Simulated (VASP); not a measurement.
Wanted: the native input for a VASP 6.6.1 run.

* Task: single point
* Functional: PBE
* Potentials or basis: VASP PAW PBE potentials, release 64 (Si, P)
* Cutoff: 520 eV
* k mesh: 6 × 6 × 6
* Occupations: gaussian, width 0.1 eV
* Spin: no spin polarisation
* Dipole correction: no
* Further INCAR settings: ALGO = Normal; EDIFF = 1e-07; NBANDS = 20

The structure of Si2P3 lies in POSCAR:

```
Si2P3
1.0
   -2.3097088430      2.3097088430      5.3766861087
    2.3097088430     -2.3097088430      5.3766861087
    2.3097088430      2.3097088430     -5.3766861087
Si P
2 3
Direct
    0.2020438644      0.2020438644      0.0000000000
    0.7979561356      0.7979561356      0.0000000000
    0.7500000000      0.2500000000      0.5000000000
    0.2500000000      0.7500000000      0.5000000000
    0.0000000000      0.0000000000      0.0000000000
```

The input as run:

INCAR

```
  PREC = Accurate
  ENCUT = 520
  EDIFF = 1E-7
  ISMEAR = 0
  SIGMA = 0.1
  LREAL = False
  LASPH = True
  NELM = 100
  ALGO = Normal
  ISIF = 2
  LWAVE = False
  LCHARG = False
  GGA = PE
  NBANDS = 20
```

KPOINTS

```
regular mesh
0
Gamma
  6 6 6
```

Potentials or basis: VASP PAW PBE potentials, release 64 (Si, P).

Command:

```console
$ cat potpaw_PBE.64/Si/POTCAR potpaw_PBE.64/P/POTCAR > POTCAR
$ mpirun -np 1 vasp_std > vasp.out
```

It gave:

```json
{
 "Pressure": "0.0 GPa",
 "Largest force": "0.009 eV/Å"
}
```

Run time: 48 s on 1 thread of Intel(R) Xeon(R) 6975P-C (Granite Rapids) (shared host), peak memory 0.32 GiB.
